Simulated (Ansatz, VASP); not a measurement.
One calculation of MgO, two programs

Contents of POSCAR:

```
MgO
1.0
    3.4840198093      0.0000000000      0.0000000000
   -1.7420099047      3.0172496621      0.0000000000
    0.0000000000      0.0000000000      4.1853204648
Mg O
2 2
Direct
    0.3333333333      0.6666666667      0.2500000000
    0.6666666667      0.3333333333      0.7500000000
    0.6666666667      0.3333333333      0.2500000000
    0.3333333333      0.6666666667      0.7500000000
```

INCAR.step1

```
SYSTEM = MgO
PREC     = Accurate       ! precision mode
ENCUT    = 520            ! plane-wave cutoff, eV
ISMEAR   = 0              ! smearing method
SIGMA    = 0.01           ! smearing width, eV
LREAL    = .False.        ! projectors in reciprocal space
LASPH    = .True.         ! aspherical terms in the spheres
NELM     = 100            ! most SCF steps
NBANDS   = 16             ! bands
GGA      = PE             ! functional
ALGO     = Normal         ! electronic algorithm
EDIFF    = 1E-4           ! SCF threshold, eV
LWAVE    = .True.         ! write WAVECAR
LCHARG   = .False.        ! write CHGCAR
```

Contents of INCAR.step2:

```
SYSTEM = MgO
PREC     = Accurate       ! precision mode
ENCUT    = 520            ! plane-wave cutoff, eV
EDIFF    = 1E-6           ! SCF threshold, eV
ISMEAR   = 0              ! smearing method
SIGMA    = 0.01           ! smearing width, eV
LREAL    = .False.        ! projectors in reciprocal space
LASPH    = .True.         ! aspherical terms in the spheres
NELM     = 100            ! most SCF steps
ALGO     = Normal         ! electronic algorithm
ISIF     = 2              ! what is computed and relaxed
LWAVE    = .False.        ! write WAVECAR
LCHARG   = .False.        ! write CHGCAR
METAGGA  = R2SCAN         ! meta-GGA
LMIXTAU  = .True.       
NBANDS   = 16             ! bands
ISTART   = 1
```

Contents of KPOINTS:

```
regular mesh
0
Gamma
  12 12 6
  0 0 0
```

Input for Ansatz:

```yaml
crystal:
  lattice:
    - [3.4840198093, 0.0, 0.0]
    - [-1.7420099047, 3.0172496621, 0.0]
    - [0.0, 0.0, 4.1853204648]
  atoms:
    - { symbol: Mg, position: [0.3333333333, 0.6666666667, 0.25] }
    - { symbol: Mg, position: [0.6666666667, 0.3333333333, 0.75] }
    - { symbol: O, position: [0.6666666667, 0.3333333333, 0.25] }
    - { symbol: O, position: [0.3333333333, 0.6666666667, 0.75] }
kpoints:
  mp_grid: { grid: [12, 12, 6] }
  band_path:
    path:
      - [0.0, 0.0, 0.0]
      - [0.5, 0.0, 0.0]
      - [0.3333333333, 0.3333333333, 0.0]
      - [0.0, 0.0, 0.5]
      - [0.5, 0.0, 0.5]
      - [0.3333333333, 0.3333333333, 0.5]
    npoints: 1
hamiltonian:
  xc: r2scan
scf:
  occupations: { method: fixed }
  n_extra_bands: 5
output:
  forces: true
  stress: true
  eigenvalues: true
```

Alike in both runs: task single point; functional r2SCAN; k mesh 12 × 12 × 6; no spin polarisation.

|  | VASP | Ansatz |
| --- | --- | --- |
| version | VASP 6.6.1 | Ansatz 0.2.0 |
| potentials or method | VASP PAW PBE potentials, release 64 (Mg, O) | plane waves, PAW |
| plane-wave cutoff (eV) | 520 | 500 |
| occupations | gaussian, width 0.01 eV | fixed |
| valence electrons in the cell | 16 | 32 |

Ansatz gave:

```
gap on the k mesh at the Fermi level (eV)                     : 4.09
pressure (GPa)                                                : 0.0
traceless stress, the component that is largest in VASP (GPa) : -0.01
```

Question: Which values does VASP return?

Answer: gap on the k mesh at the Fermi level (eV): 4.08; pressure (GPa): -0.8; traceless stress, the component that is largest in VASP (GPa): -0.20.

VASP's potentials were made for PBE, not for r2SCAN. VASP's potentials hold 16 valence electrons a cell and Ansatz's 32, so a difference there can come from the potentials and not from the codes.
